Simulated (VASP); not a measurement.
# AgCl (Fm-3m) in VASP: single point with HSE06

Aim: the single point of AgCl with HSE06.

Program: VASP 6.6.1. These are calculated values, not measurements. Logs are shortened: lines on timing, memory, paths and dates and some standing lists are left out, and cuts for length are marked.

### Step 1. The cell of the first run

The structure is cubic, space group Fm-3m (No. 225). The conventional cell has a = 5.824 Å, b = 5.824 Å, c = 5.824 Å, α = 90.00°, β = 90.00°, γ = 90.00°. Ag (site symmetry m-3m) has 6 Cl at 2.91 Å within 3.8 Å. Cl (site symmetry m-3m) has 6 Ag at 2.91 Å within 3.8 Å.

### Step 2. Single point, HSE06 (strain +5.0%)

Input file POSCAR:

```
AgCl
1.0
    0.0000000000      2.9118430048      2.9118430048
    2.9118430048      0.0000000000      2.9118430048
    2.9118430048      2.9118430048      0.0000000000
Ag Cl
1 1
Direct
    0.0000000000      0.0000000000      0.0000000000
    0.5000000000      0.5000000000      0.5000000000
```

Input file INCAR.step1:

```
PREC = Accurate
ENCUT = 520
EDIFF = 1E-5
ISMEAR = 0
SIGMA = 0.01
LREAL = F
LASPH = T
NELM = 100
ALGO = Normal
ISIF = 2
LWAVE = T
LCHARG = F
GGA = PE
NBANDS = 16
```

Input file INCAR.step2:

```
PREC = Accurate
ENCUT = 520
EDIFF = 1E-6
ISMEAR = 0
SIGMA = 0.01
LREAL = F
LASPH = T
NELM = 100
ALGO = Normal
ISIF = 2
LWAVE = F
LCHARG = F
GGA = PE
LHFCALC = T
HFSCREEN = 0.2079
PRECFOCK = Normal
ISTART = 1
NBANDS = 16
```

Input file KPOINTS:

```
regular mesh
0
Gamma
  6 6 6
```

Potentials or basis: VASP PAW PBE potentials, release 64 (Ag, Cl).

The run is started by

```
> cat potpaw_PBE.64/Ag/POTCAR potpaw_PBE.64/Cl/POTCAR > POTCAR
> cp INCAR.step1 INCAR
> mpirun -np 1 vasp_std > vasp.out
> cp INCAR.step2 INCAR
> mpirun -np 1 vasp_std > vasp.out
```

OUTCAR:

```text
PREC = Accurate
   ENCUT = 520
   EDIFF = 1E-6
   ISMEAR = 0
   LREAL = F
   LASPH = T
   NELM = 100
   ISIF = 2
   GGA = PE
   LHFCALC = T
   HFSCREEN = 0.2079
   PRECFOCK = Normal
   ISTART = 1

 ion  position               nearest neighbor table
   1  0.000  0.000  0.000-   2 2.91   2 2.91   2 2.91   2 2.91   2 2.91   2 2.91
   2  0.500  0.500  0.500-   1 2.91   1 2.91   1 2.91   1 2.91   1 2.91   1 2.91

  LATTYP: Found a face centered cubic cell.
 ALAT       =     5.8236860096

  Lattice vectors:

 A1 = (   0.0000000000,   2.9118430048,   2.9118430048)
 A2 = (   2.9118430048,   0.0000000000,   2.9118430048)
 A3 = (   2.9118430048,   2.9118430048,   0.0000000000)

Analysis of symmetry for initial positions (statically):
=====================================================================
 Subroutine PRICEL returns:
 Original cell was already a primitive cell.

 Routine SETGRP: Setting up the symmetry group for a
 face centered cubic supercell.

 Subroutine GETGRP returns: Found 48 space group operations
 (whereof 48 operations were pure point group operations)
 out of a pool of 48 trial point group operations.

The static configuration has the point symmetry O_h .

Analysis of symmetry for dynamics (positions and initial velocities):
=====================================================================
 Subroutine PRICEL returns:
 Original cell was already a primitive cell.

 Routine SETGRP: Setting up the symmetry group for a
 face centered cubic supercell.

 Subroutine GETGRP returns: Found 48 space group operations
 (whereof 48 operations were pure point group operations)
 out of a pool of 48 trial point group operations.

The dynamic configuration has the point symmetry O_h .

 Subroutine INISYM returns: Found 48 space group operations
 (whereof 48 operations are pure point group operations),
 and found     1 'primitive' translations

----------------------------------------------------------------------------------------

                                     Primitive cell

  volume of cell :      49.3780

  direct lattice vectors                    reciprocal lattice vectors
     0.000000000  2.911843005  2.911843005    -0.171712554  0.171712554  0.171712554
     2.911843005  0.000000000  2.911843005     0.171712554 -0.171712554  0.171712554
     2.911843005  2.911843005  0.000000000     0.171712554  0.171712554 -0.171712554

  length of vectors
     4.117967869  4.117967869  4.117967869     0.297414868  0.297414868  0.297414868

  position of ions in fractional coordinates (direct lattice)
     0.000000000  0.000000000  0.000000000
     0.500000000  0.500000000  0.500000000

  ion indices of the primitive-cell ions
   primitive index   ion index
                 1           1
                 2           2

----------------------------------------------------------------------------------------

 KPOINTS: regular mesh

Automatic generation of k-mesh.
 Grid dimensions read from file:
 generate k-points for:    6    6    6

 Generating k-lattice:

  Cartesian coordinates                     Fractional coordinates (reciprocal lattice)
    -0.028618759  0.028618759  0.028618759     0.166666667  0.000000000  0.000000000
     0.028618759 -0.028618759  0.028618759     0.000000000  0.166666667  0.000000000
     0.028618759  0.028618759 -0.028618759     0.000000000  0.000000000  0.166666667

  Length of vectors
     0.049569145  0.049569145  0.049569145

  Shift w.r.t. Gamma in fractional coordinates (k-lattice)
     0.000000000  0.000000000  0.000000000

 Subroutine IBZKPT returns following result:
 ===========================================

 Found     16 irreducible k-points:

 Following reciprocal coordinates:
            Coordinates               Weight
  0.000000  0.000000  0.000000      1.000000
  0.166667  0.000000  0.000000      8.000000
  0.333333  0.000000  0.000000      8.000000
  0.500000  0.000000  0.000000      4.000000
  0.166667  0.166667  0.000000      6.000000
  0.333333  0.166667  0.000000     24.000000
[... 8 lines left out ...]
 -0.333333  0.333333  0.166667     24.000000
 -0.333333  0.500000  0.166667     12.000000
   k-points           NKPTS =     16   k-points in BZ     NKDIM =    216   number of bands    NBANDS=     16
   number of dos      NEDOS =    301   number of ions     NIONS =      2
   total plane-waves  NPLWV =  32768
   dimension x,y,z NGX =    32 NGY =   32 NGZ =   32
   dimension x,y,z NGXF=    64 NGYF=   64 NGZF=   64
   ions per type =               1   1
   NGX,Y,Z   is equivalent  to a cutoff of  12.92, 12.92, 12.92 a.u.
   NGXF,Y,Z  is equivalent  to a cutoff of  25.84, 25.84, 25.84 a.u.
 SYSTEM =  unknown system
   PREC   = accura    normal or accurate (medium, high low for compatibility)
   ISTART =      1    job   : 0-new  1-cont  2-samecut
   ICHARG =      0    charge: 1-file 2-atom 10-const
   ISPIN  =      1    spin polarized calculation?
   LNONCOLLINEAR =      F non collinear calculations
   LSORBIT =      F    spin-orbit coupling
   LASPH  =      T    aspherical Exc in radial PAW
   ENCUT  =  520.0 eV  38.22 Ry    6.18 a.u.   7.66  7.66  7.66*2*pi/ulx,y,z
   NELM   =    100;   NELMIN=  2; NELMDL=  0     # of ELM steps
   EDIFF  = 0.1E-05   stopping-criterion for ELM
   LREAL  =      F    real-space projection
   EDIFFG = 0.1E-04   stopping-criterion for IOM
   NSW    =      0    number of steps for IOM
   IBRION =     -1    ionic relax: 0-MD 1-quasi-New 2-CG
   NFREE  =      0    steps in history (QN), initial steepest desc. (CG)
   ISIF   =      2    stress and relaxation
   ISYM   =      3    0-nonsym 1-usesym 2-fastsym
   POTIM  = 0.5000    time-step for ionic-motion
   TEBEG  =    0.0;   TEEND  =   0.0 temperature during run
   PSTRESS=    0.0 pullay stress
   NELECT =      18.0000    total number of electrons
   NUPDOWN=      -1.0000    fix difference up-down
   EMIN   =  10.00;   EMAX   =-10.00  energy-range for DOS
   EFERMI =   0.00;   METHOD = LEGACY
   ISMEAR =     0;   SIGMA  =   0.01  broadening in eV -4-tet -1-fermi 0-gaus
   EFERMI_NEDOS =   21; number of points for ismear=-14 and -15
   IALGO  =     38    algorithm
   IMIX   =      1    mixing-type and parameters
     AMIX     =   0.40;   BMIX     =  1.00
     AMIX_MAG =   1.60;   BMIX_MAG =  1.00
  volume/ion in A,a.u.               =      24.69       166.61
  Fermi-wavevector in a.u.,A,eV,Ry     =   1.169466  2.209971 18.608027  1.367651
  Thomas-Fermi vector in A             =   2.305939
   LORBIT       =      0    0 simple, 1 ext, 2 COOP (PROOUT), +10 PAW based schemes
   GGA     = PE    functional components
   LHFCALC =     T    Hartree Fock is set to
   PRECFOCK=normal    Normal, Fast or Accurate (Low or Medium for compatibility)
   ENCUT4O =  -1.0   cutoff for four orbital integrals eV
   NKREDX  =     1    reduce k-point grid by
   NKREDY  =     1    reduce k-point grid by
   NKREDZ  =     1    reduce k-point grid by
   AEXX    =    0.2500 exact exchange contribution
   HFSCREEN=    0.2079 screening length (either q_TF or 0.3 A-1)
   HFSCREENC=   0.2079 screening length for correlation (either q_TF or 0.3 A-1)
   ENCUTFOCK=  -1.0 apply spherical cutoff to Coloumb kernel
   IVDW    =     0    specifies the selected vdW correction
   LEPSILON=     F    determine dielectric tensor
   LRPA    =     F    only Hartree local field effects (RPA)
 non-spin polarized calculation
 Gauss-broadening in eV      SIGMA  =   0.01
  energy-cutoff  :      520.00
  volume of cell :       49.38
 maximum number of plane-waves:      1363
 NGX is ok and might be reduce to    32
  NGX = 24; NGY = 24; NGZ = 24

 number of electron      18.0000002 magnetization

 Free energy of the ion-electron system (eV)
  ---------------------------------------------------
  ext. energy  EPLUGINS =         0.00000000
  ---------------------------------------------------
  free energy    TOTEN  =        -6.57364131 eV

  energy without entropy =       -6.57364131  energy(sigma->0) =       -6.57364131

 E-fermi :   1.1210     XC(G=0):  -7.6165

 val. band max:        1.0651824701   @ k =   0.5000   0.0000   0.0000
 cond. band min:       3.5445702408   @ k =   0.0000   0.0000   0.0000
 fundamental gap:      2.4793877707
 Fermi energy:         1.1210261380

 k-point     1 :       0.0000    0.0000    0.0000
  band No.  band energies     occupation
      1     -14.2465      2.00000
      2      -1.2915      2.00000
      3      -1.2915      2.00000
      4      -1.2915      2.00000
      5      -1.2865      2.00000
      6      -1.2865      2.00000
[... 8 lines left out ...]
     15      15.5091      0.00000
     16      15.5091      0.00000

 k-point     2 :       0.1667    0.0000    0.0000
  band No.  band energies     occupation
      1     -14.1731      2.00000
      2      -1.8116      2.00000
      3      -1.8116      2.00000
      4      -1.7370      2.00000
      5      -1.2315      2.00000
      6      -1.2315      2.00000
[... 8 lines left out ...]
     15      14.5808      0.00000
     16      14.9973      0.00000

 k-point     3 :       0.3333    0.0000    0.0000
  band No.  band energies     occupation
      1     -14.0200      2.00000
      2      -2.7013      2.00000
      3      -2.3383      2.00000
      4      -2.3383      2.00000
      5      -1.1096      2.00000
      6      -1.1096      2.00000
[... 8 lines left out ...]
     15      15.5759      0.00000
     16      15.5759      0.00000

 k-point     4 :       0.5000    0.0000    0.0000
  band No.  band energies     occupation
      1     -13.9400      2.00000
      2      -3.1179      2.00000
      3      -2.5293      2.00000
      4      -2.5293      2.00000
      5      -1.0472      2.00000
      6      -1.0472      2.00000
[... 8 lines left out ...]
     15      16.6328      0.00000
     16      16.6328      0.00000
[... 172 lines left out ...]
 k-point    14 :       0.5000    0.3333    0.1667
  band No.  band energies     occupation
      1     -13.9515      2.00000
      2      -2.6879      2.00000
      3      -2.3064      2.00000
      4      -1.8778      2.00000
      5      -1.1300      2.00000
      6      -1.0497      2.00000
[... 8 lines left out ...]
     15      17.1306      0.00000
     16      18.4022      0.00000

 k-point    15 :      -0.3333    0.3333    0.1667
  band No.  band energies     occupation
      1     -13.9087      2.00000
      2      -2.5911      2.00000
      3      -2.2735      2.00000
      4      -2.2376      2.00000
      5      -1.0967      2.00000
      6      -1.0255      2.00000
[... 8 lines left out ...]
     15      15.9924      0.00000
     16      17.8262      0.00000

 k-point    16 :      -0.3333    0.5000    0.1667
  band No.  band energies     occupation
      1     -13.9034      2.00000
      2      -2.2745      2.00000
      3      -2.1775      2.00000
      4      -1.8903      2.00000
      5      -1.0094      2.00000
      6      -0.9621      2.00000
[... 8 lines left out ...]
     15      16.8950      0.00000
     16      18.0272      0.00000

------------------------ aborting loop because EDIFF is reached ----------------------------------------

  FORCE on cell =-STRESS in cart. coord.  units (eV):
  Direction    XX          YY          ZZ          XY          YZ          ZX
  --------------------------------------------------------------------------------------
  -------------------------------------------------------------------------------------
  Total       -1.1592679     -1.1592679     -1.1592679     -0.0000000      0.0000000     -0.0000000
  in kB      -37.6149520    -37.6149520    -37.6149520     -0.0000000      0.0000000     -0.0000000
  external PRESSURE =     -37.6149520 kB  Pullay stress =       0.0000000 kB

 VOLUME and BASIS-vectors are now :
 -----------------------------------------------------------------------------
  energy-cutoff  :      520.00
  volume of cell :       49.38
      direct lattice vectors                 reciprocal lattice vectors
     0.000000000  2.911843005  2.911843005    -0.171712554  0.171712554  0.171712554
     2.911843005  0.000000000  2.911843005     0.171712554 -0.171712554  0.171712554
     2.911843005  2.911843005  0.000000000     0.171712554  0.171712554 -0.171712554

 POSITION                                       TOTAL-FORCE (eV/Angst)
 -----------------------------------------------------------------------------------
      0.00000      0.00000      0.00000         0.000000     -0.000000      0.000000
      2.91184      2.91184      2.91184        -0.000000      0.000000     -0.000000
 -----------------------------------------------------------------------------------
    total drift:                               -0.000049     -0.000060     -0.000059

  FREE ENERGIE OF THE ION-ELECTRON SYSTEM (eV)
  ---------------------------------------------------
  free  energy   TOTEN  =        -6.5736413112 eV

  energy  without entropy=       -6.5736413112  energy(sigma->0) =       -6.57364131
```

Wall time 46 min (1 thread of Intel Xeon Platinum 8259CL at 2.50GHz (Skylake/Cascade Lake), shared host); peak memory 0.3 GiB.

What came out:

```
Free energy            : -6.5736 eV
Pressure               : -3.8 GPa
Band gap on the k mesh : 2.48 eV (least direct gap 4.10 eV)
```

Caveat: the cell differs from its parent crystal (strain +5.0%); the cell stands under tension; the PAW data sets were made with another functional, which shifts forces and pressure a little.
